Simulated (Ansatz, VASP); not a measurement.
# CO2: VASP beside Ansatz

The input INCAR:

```
PREC = Accurate
ENCUT = 910
EDIFF = 1E-8
ISMEAR = -1
SIGMA = 0.02
LREAL = False
LASPH = True
NELM = 120
ALGO = Normal
ISIF = 2
LWAVE = False
LCHARG = False
GGA = PE
LEFG = True
NBANDS = 44
GGA_COMPAT = False
```

KPOINTS

```
Automatic mesh
0
Gamma
  5 5 4
```

File POSCAR:

```
CO2
1.0
    5.0693110000      0.0000000000      0.0000000000
    0.0000000000      5.0693110000      0.0000000000
    0.0000000000      0.0000000000      7.2320250000
C O
4 8
Direct
    0.9887920000      0.0112080000      0.7500000000
    0.0112080000      0.9887920000      0.2500000000
    0.5112080000      0.5112080000      0.5000000000
    0.4887920000      0.4887920000      0.0000000000
    0.6749860000      0.3476070000      0.4926710000
    0.3250140000      0.6523930000      0.9926710000
    0.8476070000      0.8250140000      0.2426710000
    0.1523930000      0.1749860000      0.7426710000
    0.6523930000      0.3250140000      0.0073290000
    0.3476070000      0.6749860000      0.5073290000
    0.8250140000      0.8476070000      0.7573290000
    0.1749860000      0.1523930000      0.2573290000
```

Input for Ansatz:

```yaml
crystal:
  lattice:
    - [5.069311, 0.0, 0.0]
    - [0.0, 5.069311, 0.0]
    - [0.0, 0.0, 7.232025]
  atoms:
    - { symbol: C, position: [0.988792, 0.011208, 0.75] }
    - { symbol: C, position: [0.011208, 0.988792, 0.25] }
    - { symbol: C, position: [0.511208, 0.511208, 0.5] }
    - { symbol: C, position: [0.488792, 0.488792, 0.0] }
    - { symbol: O, position: [0.674986, 0.347607, 0.492671] }
    - { symbol: O, position: [0.325014, 0.652393, 0.992671] }
    - { symbol: O, position: [0.847607, 0.825014, 0.242671] }
    - { symbol: O, position: [0.152393, 0.174986, 0.742671] }
    - { symbol: O, position: [0.652393, 0.325014, 0.007329] }
    - { symbol: O, position: [0.347607, 0.674986, 0.507329] }
    - { symbol: O, position: [0.825014, 0.847607, 0.757329] }
    - { symbol: O, position: [0.174986, 0.152393, 0.257329] }
kpoints:
  mp_grid: { grid: [5, 5, 4] }
scf:
  occupations: { method: fermi_dirac, width: 0.02 }
hamiltonian:
  xc: pbe
  pseudopotentials: { kind: paw }
output:
  forces: true
  stress: true
  populations: true
  efg: { quadrupole_moments_barn: { O: -0.02558 }, contact_densities: true }
  write_density: true
  write_potential: true
  elf: true
  volumetric_format: npy
```

Alike in both runs: task electric field gradients; functional PBE; k mesh 5 × 5 × 4; occupations fermi-dirac, width 0.02 eV; no spin polarisation.

|  | VASP | Ansatz |
| --- | --- | --- |
| version | VASP 6.6.1 | Ansatz 0.2.0 |
| potentials or method | VASP PAW PBE potentials, release 64 (C_h, O_h) | plane-wave PAW, scalar-relativistic |
| plane-wave cutoff (eV) | 910 | 420 |
| valence electrons in the cell | 64 | 64 |

```tsv
	VASP	Ansatz	Ansatz less VASP
gap on the k mesh at the Fermi level (eV)	6.45	6.46	+0.001
rms of the force components (eV/Å)	0.292	0.295	+0.0031
size of Vzz on the site where it differs most (V/Å²)	50.1	28.6	-21.52
```

Atom by atom the forces differ by 0.003 eV/Å (rms over components).

Noted on VASP's run: the cutoff is short for stress, so the pressure is rough.
